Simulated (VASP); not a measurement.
# Ti5H in VASP: a series of runs

Runs on Ti5H. Level: PBE. Tasks: single point.

All numbers are computed with VASP 6.6.1; they aren't measurements. Logs are shortened: lines on timing, memory, paths and dates and some standing lists are left out, and cuts for length are marked.

## 1. The cell of the first run

The cell holds a slab with vacuum, 6 atoms: a = 2.938 Å, b = 2.938 Å, c = 24.712 Å, α = 90.00°, β = 90.00°, γ = 120.00°.

## 2. Single point, PBE

INCAR

```
PREC = Accurate
ENCUT = 520
EDIFF = 1E-6
ISMEAR = 0
SIGMA = 0.1
LREAL = False
LASPH = True
NELM = 60
ALGO = Normal
ISIF = 2
LWAVE = False
LCHARG = False
LDIPOL = True
IDIPOL = 3
DIPOL = 0.5 0.5 0.391
GGA = PE
NBANDS = 40
```

KPOINTS

```
Automatic mesh
0
Gamma
  9 9 1
```

POSCAR

```
Ti5H
1.0
    2.9381632086      0.0000000000      0.0000000000
   -1.4690816043      2.5445239791      0.0000000000
    0.0000000000      0.0000000000     24.7117068140
Ti H
5 1
Direct
    0.6666666667      0.3333333334      0.1618666015
    0.3333333333      0.6666666667      0.2559609806
    0.6666666667      0.3333333334      0.3506708119
    0.3333333333      0.6666666667      0.4475655916
    0.9528296487      0.4764148244      0.5447873906
    1.3333333333      1.1666666666      0.5862882465
```

Potentials or basis: VASP PAW PBE potentials, release 64 (Ti_sv, H).

The run is started by

```sh
$ cat potpaw_PBE.64/Ti_sv/POTCAR potpaw_PBE.64/H/POTCAR > POTCAR
$ mpirun -np 1 vasp_std > vasp.out
```

OUTCAR:

```text
PREC = Accurate
   ENCUT = 520
   EDIFF = 1E-6
   ISMEAR = 0
   LREAL = False
   LASPH = True
   NELM = 60
   ISIF = 2
   GGA = PE

 ion  position               nearest neighbor table
   1  0.667  0.333  0.162-   2 2.88   2 2.88   2 2.88
   2  0.333  0.667  0.256-   1 2.88   1 2.88   1 2.88   3 2.89   3 2.89   3 2.89
   3  0.667  0.333  0.351-   2 2.89   2 2.89   2 2.89
   4  0.333  0.667  0.448-   5 2.59
   5  0.953  0.476  0.545-   6 1.88   4 2.59
   6  0.333  0.167  0.586-   5 1.88

  LATTYP: Found a hexagonal cell.
 ALAT       =     2.9381632086
 C/A-ratio  =     8.4105970498

  Lattice vectors:

 A1 = (   2.9381632086,   0.0000000000,   0.0000000000)
 A2 = (  -1.4690816043,   2.5445239791,   0.0000000000)
 A3 = (   0.0000000000,   0.0000000000,  24.7117068140)

Analysis of symmetry for initial positions (statically):
=====================================================================
 Subroutine PRICEL returns:
 Original cell was already a primitive cell.

 Routine SETGRP: Setting up the symmetry group for a
 hexagonal supercell.

 Subroutine GETGRP returns: Found  2 space group operations
 (whereof  2 operations were pure point group operations)
 out of a pool of 24 trial point group operations.

The static configuration has the point symmetry C_1h.

Analysis of symmetry for dynamics (positions and initial velocities):
=====================================================================
 Subroutine PRICEL returns:
 Original cell was already a primitive cell.

 Routine SETGRP: Setting up the symmetry group for a
 hexagonal supercell.

 Subroutine GETGRP returns: Found  2 space group operations
 (whereof  2 operations were pure point group operations)
 out of a pool of 24 trial point group operations.

The dynamic configuration has the point symmetry C_1h.

 Subroutine INISYM returns: Found  2 space group operations
 (whereof  2 operations are pure point group operations),
 and found     1 'primitive' translations

----------------------------------------------------------------------------------------

                                     Primitive cell

  volume of cell :     184.7503

  direct lattice vectors                    reciprocal lattice vectors
     2.938163209  0.000000000  0.000000000     0.340348690  0.196500408  0.000000000
    -1.469081604  2.544523979  0.000000000     0.000000000  0.393000816  0.000000000
     0.000000000  0.000000000 24.711706814     0.000000000  0.000000000  0.040466650

  length of vectors
     2.938163209  2.938163209 24.711706814     0.393000816  0.393000816  0.040466650

  position of ions in fractional coordinates (direct lattice)
     0.666666667  0.333333333  0.161866602
     0.333333333  0.666666667  0.255960981
     0.666666667  0.333333333  0.350670812
     0.333333333  0.666666667  0.447565592
     0.952829649  0.476414824  0.544787391
     0.333333333  0.166666667  0.586288246

  ion indices of the primitive-cell ions
   primitive index   ion index
                 1           1
                 2           2
                 3           3
                 4           4
                 5           5
                 6           6

----------------------------------------------------------------------------------------

 KPOINTS: Automatic mesh

Automatic generation of k-mesh.
 Grid dimensions read from file:
 generate k-points for:    9    9    1

 Generating k-lattice:

  Cartesian coordinates                     Fractional coordinates (reciprocal lattice)
     0.037816521  0.021833379  0.000000000     0.111111111  0.000000000  0.000000000
     0.000000000  0.043666757  0.000000000     0.000000000  0.111111111  0.000000000
     0.000000000  0.000000000  0.040466650     0.000000000  0.000000000  1.000000000

  Length of vectors
     0.043666757  0.043666757  0.040466650

  Shift w.r.t. Gamma in fractional coordinates (k-lattice)
     0.000000000  0.000000000  0.000000000

 Subroutine IBZKPT returns following result:
 ===========================================

 Found     25 irreducible k-points:

 Following reciprocal coordinates:
            Coordinates               Weight
  0.000000  0.000000  0.000000      1.000000
  0.111111 -0.000000  0.000000      2.000000
  0.000000  0.111111  0.000000      4.000000
  0.222222 -0.000000  0.000000      2.000000
  0.000000  0.222222  0.000000      4.000000
  0.333333 -0.000000  0.000000      2.000000
[... 16 lines left out ...]
 -0.222222 -0.444444  0.000000      4.000000
  0.444444  0.333333  0.000000      4.000000
   k-points           NKPTS =     25   k-points in BZ     NKDIM =     25   number of bands    NBANDS=     40
   number of dos      NEDOS =    301   number of ions     NIONS =      6
   total plane-waves  NPLWV = 110592
   dimension x,y,z NGX =    24 NGY =   24 NGZ =  192
   dimension x,y,z NGXF=    48 NGYF=   48 NGZF=  384
   ions per type =               5   1
   NGX,Y,Z   is equivalent  to a cutoff of  13.58, 13.58, 12.92 a.u.
   NGXF,Y,Z  is equivalent  to a cutoff of  27.16, 27.16, 25.83 a.u.
 SYSTEM =  unknown system
   PREC   = accura    normal or accurate (medium, high low for compatibility)
   ISTART =      0    job   : 0-new  1-cont  2-samecut
   ICHARG =      2    charge: 1-file 2-atom 10-const
   ISPIN  =      1    spin polarized calculation?
   LNONCOLLINEAR =      F non collinear calculations
   LSORBIT =      F    spin-orbit coupling
   LASPH  =      T    aspherical Exc in radial PAW
   ENCUT  =  520.0 eV  38.22 Ry    6.18 a.u.   5.46  5.46 45.95*2*pi/ulx,y,z
   NELM   =     60;   NELMIN=  2; NELMDL= -5     # of ELM steps
   EDIFF  = 0.1E-05   stopping-criterion for ELM
   LREAL  =      F    real-space projection
   EDIFFG = 0.1E-04   stopping-criterion for IOM
   NSW    =      0    number of steps for IOM
   IBRION =     -1    ionic relax: 0-MD 1-quasi-New 2-CG
   NFREE  =      0    steps in history (QN), initial steepest desc. (CG)
   ISIF   =      2    stress and relaxation
   ISYM   =      2    0-nonsym 1-usesym 2-fastsym
   POTIM  = 0.5000    time-step for ionic-motion
   TEBEG  =    0.0;   TEEND  =   0.0 temperature during run
   PSTRESS=    0.0 pullay stress
   NELECT =      61.0000    total number of electrons
   NUPDOWN=      -1.0000    fix difference up-down
   EMIN   =  10.00;   EMAX   =-10.00  energy-range for DOS
   EFERMI =   0.00;   METHOD = LEGACY
   ISMEAR =     0;   SIGMA  =   0.10  broadening in eV -4-tet -1-fermi 0-gaus
   EFERMI_NEDOS =   21; number of points for ismear=-14 and -15
   IALGO  =     38    algorithm
   IMIX   =      4    mixing-type and parameters
     AMIX     =   0.40;   BMIX     =  1.00
     AMIX_MAG =   1.60;   BMIX_MAG =  1.00
  volume/ion in A,a.u.               =      30.79       207.79
  Fermi-wavevector in a.u.,A,eV,Ry     =   1.131505  2.138234 17.419579  1.280303
  Thomas-Fermi vector in A             =   2.268204
   LORBIT       =      0    0 simple, 1 ext, 2 COOP (PROOUT), +10 PAW based schemes
   GGA     = PE    functional components
   LHFCALC =     F    Hartree Fock is set to
   AEXX    =    0.0000 exact exchange contribution
   IVDW    =     0    specifies the selected vdW correction
   LEPSILON=     F    determine dielectric tensor
   LRPA    =     F    only Hartree local field effects (RPA)
 non-spin polarized calculation
 Gauss-broadening in eV      SIGMA  =   0.10
  energy-cutoff  :      520.00
  volume of cell :      184.75
 maximum number of plane-waves:      5059
 NGX is ok and might be reduce to    24
   NGX = 11   NGY = 11   NGZ = 91

 dipolmoment           0.000000      0.000000     -0.028229 electrons x Angstroem

 number of electron      60.9999994 magnetization

 dipolmoment           0.000000      0.000000      0.008696 electrons x Angstroem

 Free energy of the ion-electron system (eV)
  ---------------------------------------------------
  ext. energy  EPLUGINS =         0.00000000
  ---------------------------------------------------
  free energy    TOTEN  =       -41.49934804 eV

  energy without entropy =      -41.45148475  energy(sigma->0) =      -41.47541639

 E-fermi :   1.6718     XC(G=0):  -6.3622

 val. band max:        1.6686706020   @ k =  -0.1111   0.2222   0.0000
 cond. band min:       1.6800272593   @ k =  -0.4444   0.3333   0.0000
 fundamental gap:      0.0113566573
 Fermi energy:         1.6717644211

 k-point     1 :       0.0000    0.0000    0.0000
  band No.  band energies     occupation
      1     -55.3013      2.00000
      2     -55.1725      2.00000
      3     -55.1121      2.00000
      4     -55.0471      2.00000
      5     -54.9650      2.00000
      6     -31.7335      2.00000
[... 32 lines left out ...]
     39       2.7605      0.00000
     40       2.8198      0.00000

 k-point     2 :       0.1111   -0.0000    0.0000
  band No.  band energies     occupation
      1     -55.2926      2.00000
      2     -55.1636      2.00000
      3     -55.1022      2.00000
      4     -55.0404      2.00000
      5     -54.9579      2.00000
      6     -31.7161      2.00000
[... 32 lines left out ...]
     39       2.8198      0.00000
     40       2.8558      0.00000

 k-point     3 :       0.0000    0.1111    0.0000
  band No.  band energies     occupation
      1     -55.2926      2.00000
      2     -55.1639      2.00000
      3     -55.1022      2.00000
      4     -55.0404      2.00000
      5     -54.9577      2.00000
      6     -31.7162      2.00000
[... 853 lines left out ...]
  band No.  band energies     occupation
      1     -55.2213      2.00000
      2     -55.0931      2.00000
      3     -55.0121      2.00000
      4     -54.9950      2.00000
      5     -54.8984      2.00000
      6     -31.6593      2.00000
[... 32 lines left out ...]
     39       3.8339      0.00000
     40       4.0988      0.00000

 k-point    24 :       0.4444    0.3333    0.0000
  band No.  band energies     occupation
      1     -55.2213      2.00000
      2     -55.0926      2.00000
      3     -55.0121      2.00000
      4     -54.9950      2.00000
      5     -54.8988      2.00000
      6     -31.6598      2.00000
[... 32 lines left out ...]
     39       3.8253      0.00000
     40       3.9847      0.00000

 [... further k-points ...]

------------------------ aborting loop because EDIFF is reached ----------------------------------------

 vacuum level on the upper side and lower side of the slab       (xc-potential included)        -0.177        -0.427

  FORCE on cell =-STRESS in cart. coord.  units (eV):
  Direction    XX          YY          ZZ          XY          YZ          ZX
  --------------------------------------------------------------------------------------
  -------------------------------------------------------------------------------------
  Total       -1.6833417     -2.9882510     -2.2280474      1.1300846     -1.0085482     -1.7468566
  in kB      -14.5981443    -25.9144767    -19.3218984      9.8002314     -8.7462528    -15.1489535
  external PRESSURE =     -19.9448398 kB  Pullay stress =       0.0000000 kB

 VOLUME and BASIS-vectors are now :
 -----------------------------------------------------------------------------
  energy-cutoff  :      520.00
  volume of cell :      184.75
      direct lattice vectors                 reciprocal lattice vectors
     2.938163209  0.000000000  0.000000000     0.340348690  0.196500408  0.000000000
    -1.469081604  2.544523979  0.000000000     0.000000000  0.393000816  0.000000000
     0.000000000  0.000000000 24.711706814     0.000000000  0.000000000  0.040466650

 POSITION                                       TOTAL-FORCE (eV/Angst)
 -----------------------------------------------------------------------------------
      1.46908      0.84817      4.00000         0.000465      0.000269      0.544967
     -0.00000      1.69635      6.32523         0.004627      0.002671     -0.541683
      1.46908      0.84817      8.66567         0.041911      0.024197      0.370628
     -0.00000      1.69635     11.06011         0.422561      0.243966     -0.369115
      2.09968      1.21225     13.46263         0.011969      0.006910     -0.011369
      0.73454      0.42409     14.48818        -0.481533     -0.278013      0.006572
 -----------------------------------------------------------------------------------
    total drift:                               -0.000138     -0.000081     -0.001080

  FREE ENERGIE OF THE ION-ELECTRON SYSTEM (eV)
  ---------------------------------------------------
  free  energy   TOTEN  =       -41.4993480416 eV

  energy  without entropy=      -41.4514847474  energy(sigma->0) =      -41.47541639

 vacuum level on the upper side and lower side of the slab         6.037         5.778
```

Wall time 3 min (1 thread of Intel Xeon 6975P-C (Granite Rapids), shared host); peak memory 0.4 GiB.

What came out:

| Quantity | Value |
| --- | --- |
| Free energy | -41.4993 eV |
| Largest force | 0.612 eV/Å |
| Band gap on the k mesh | zero (an odd number of electrons rules out a gap without spin polarisation) |

Forces in eV/Å, atoms in the order of the input:
```
Ti   0.000  0.000  0.545
Ti   0.005  0.003 -0.542
Ti   0.042  0.024  0.371
Ti   0.423  0.244 -0.369
Ti   0.012  0.007 -0.011
H   -0.482 -0.278  0.007
```

Levels at points of the mesh, in eV from the Fermi level:
```
           k point  band 29  band 30  band 31  band 32  band 33  band 34
(0.00, 0.00, 0.00)     0.21     0.50     0.68     0.73     0.73     0.76
```

## 3. Single point, PBE

INCAR

```
PREC = Accurate ; ENCUT = 520
EDIFF = 1E-6 ; ISMEAR = 0
SIGMA = 0.1 ; LREAL = False
LASPH = True ; NELM = 60
ALGO = Normal ; ISIF = 2
LWAVE = False ; LCHARG = False
LDIPOL = True ; IDIPOL = 3
DIPOL = 0.5 0.5 0.390 ; GGA = PE
NBANDS = 40
```

KPOINTS

```
regular mesh
0
Gamma
  9 9 1
```

POSCAR

```
Ti5H
1.0
    2.9381632086      0.0000000000      0.0000000000
   -1.4690816043      2.5445239791      0.0000000000
    0.0000000000      0.0000000000     24.7117068140
Ti H
5 1
Direct
    0.6666666666      0.3333333333      0.1618666015
    0.3333333333      0.6666666667      0.2559609806
    0.6666666666      0.3333333333      0.3506708119
    0.3333333333      0.6666666667      0.4475655916
    0.8210773375      0.6421546749      0.5409033752
    1.5000000000      1.0000000000      0.5818272990
```

Potentials or basis: VASP PAW PBE potentials, release 64 (Ti_sv, H).

The run is started by

```sh
$ cat potpaw_PBE.64/Ti_sv/POTCAR potpaw_PBE.64/H/POTCAR > POTCAR
$ mpirun -np 1 vasp_std > vasp.out
```

Run time: 3 min. Hardware: 1 thread of Intel Xeon 6975P-C (Granite Rapids), shared host; peak memory 0.4 GiB.

The run converged. Its results:

- Free energy: -41.6731 eV
- Largest force: 0.528 eV/Å
- Band gap on the k mesh: zero (an odd number of electrons rules out a gap without spin polarisation)

Forces on the atoms (eV/Å):
```
Ti   0.000 -0.009  0.528
Ti   0.000  0.008 -0.497
Ti   0.000  0.040  0.112
Ti   0.000  0.155 -0.121
Ti   0.000  0.000 -0.014
H    0.000 -0.193 -0.008
```

Levels at points of the mesh, in eV from the Fermi level:
| k point | band 27 | band 28 | band 29 | band 30 | band 31 | band 32 | band 33 | band 34 |
| --- | --- | --- | --- | --- | --- | --- | --- | --- |
| (0.00, 0.00, 0.00) | -0.12 | 0.15 | 0.27 | 0.53 | 0.68 | 0.73 | 0.74 | 0.78 |
